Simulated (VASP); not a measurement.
Runs of VASP 6.6.1 on C. The structure is that of space group Fd-3m (No. 227), or close to it. The cells are those of the table. 

```tsv
task	potentials or basis	cell	k mesh	cutoff (eV)	smearing	second run	gap on the mesh (eV)	pressure (GPa)
single point	VASP PAW PBE potentials, release 64 (C_h)	a = 2.518 Å, angles 60.0°, 2 atoms	12 × 12 × 12	910	gaussian 0.02 eV	hard_potentials	(b)	-0.8
single point	VASP PAW PBE potentials, release 64 (C)	a = 2.522 Å, angles 60.0°, 2 atoms	8 × 8 × 8	660	gaussian 0.1 eV	-	4.33	-2.3
single point	VASP PAW PBE potentials, release 64 (C)	a = 2.518 Å, angles 60.0°, 2 atoms	12 × 12 × 12	520	gaussian 0.02 eV	-	(a)	1.1
relaxation of cell and atoms	VASP PAW PBE potentials, release 64 (C)	relaxed from a = 2.522 Å, angles 60.0°, 2 atoms	12 × 12 × 12	600	gaussian 0.02 eV	-	4.35	0.0
```

Alike in all rows: level r2SCAN; no spin polarisation.

Question: Fill in the values left out.

Answer: (a) 4.36; (b) 4.39.

Caveats: the PAW data sets were made with another functional, which shifts forces and pressure a little; the cutoff is under 1.25 times the usual one of these potentials, so pressure, stress and relaxed cells hold a basis-set (Pulay) error (some runs).

A k mesh can miss the band edges.
